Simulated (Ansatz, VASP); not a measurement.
**Two plane-wave programs on Ta2N**

```xyz
3
Lattice="1.4954 0.8634 5.0888 -1.4954 0.8634 5.0888 0.0000 -1.7267 5.0888" Properties=species:S:1:pos:R:3 pbc="T T T"
Ta    0.0000    0.0000    3.7701
Ta    0.0000    0.0000   11.4961
N     0.0000    0.0000    0.0000
```

Alike in both runs: functional PBEsol; k mesh 18 × 18 × 18; occupations gaussian, width 0.1 eV; no spin polarisation.

Ansatz relaxed the structure, and its values are those at the end. VASP's run is a single point on that final structure, the one shown.

|  | VASP | Ansatz |
| --- | --- | --- |
| version | VASP 6.6.1 | Ansatz 0.2.0 |
| potentials or method | VASP PAW PBE potentials, release 64 (Ta_pv, N), cutoff 520 eV | scalar-relativistic, plane waves, PAW |
| valence electrons in the cell | 27 | 31 |

|  | VASP | Ansatz | Ansatz less VASP |
| --- | --- | --- | --- |
| gap on the k mesh at the Fermi level (eV) | none | none | - |
| pressure (GPa) | 0.6 | 0.0 | -0.57 |
| rms of the force components (eV/Å) | 0.026 | 0.000 | -0.0255 |

VASP's potentials were made for PBE, not for PBEsol. A gap of «none» marks a metal or a gap that the smearing closes. VASP's potentials hold 27 valence electrons a cell and Ansatz's 31, so a difference there can come from the potentials and not from the codes.

Neither program's run includes spin-orbit coupling.
